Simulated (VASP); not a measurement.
Write the native input for VASP 6.6.1 that does the following.

* Task: single point
* Functional: LDA
* Potentials or basis: VASP PAW LDA potentials, release 64 (In_d, Pd)
* Cutoff: 520 eV
* k mesh: 8 × 8 × 8
* Occupations: fermi-dirac, width 0.05 eV
* Spin: no spin polarisation
* Dipole correction: no
* Further INCAR settings: ALGO = Normal; EDIFF = 1e-06; NBANDS = 18

The structure of InPd lies in POSCAR:

```
InPd
1.0
    3.2276647001      0.0000000000      0.0000000000
    0.0000000000      3.2276647001      0.0000000000
    0.0000000000      0.0000000000      3.2276647001
In Pd
1 1
Direct
    0.0000000000      0.0000000000      0.0000000000
    0.5000000000      0.5000000000      0.5000000000
```

These files were run (other wordings do the same):

INCAR

```
SYSTEM = InPd
  ALGO = Normal
  EDIFF = 1E-6
  ENCUT = 520
  GGA = CA
  ISIF = 2
  ISMEAR = -1
  LASPH = .True.
  LCHARG = .False.
  LREAL = .False.
  LWAVE = .False.
  NBANDS = 18
  NELM = 80
  PREC = Accurate
  SIGMA = 0.05
```

KPOINTS

```
k-points
0
Gamma
  8 8 8
  0 0 0
```

Potentials or basis: VASP PAW LDA potentials, release 64 (In_d, Pd).

Launch:

```bash
$ cat potpaw_LDA.64/In_d/POTCAR potpaw_LDA.64/Pd/POTCAR > POTCAR
$ mpirun -np 1 vasp_std > vasp.out
```

It gave:

- Pressure: -1.4 GPa

It took 7.3 s on 1 thread of Intel(R) Xeon(R) Platinum 8488C (Sapphire Rapids) (shared host), peak memory 0.14 GiB.
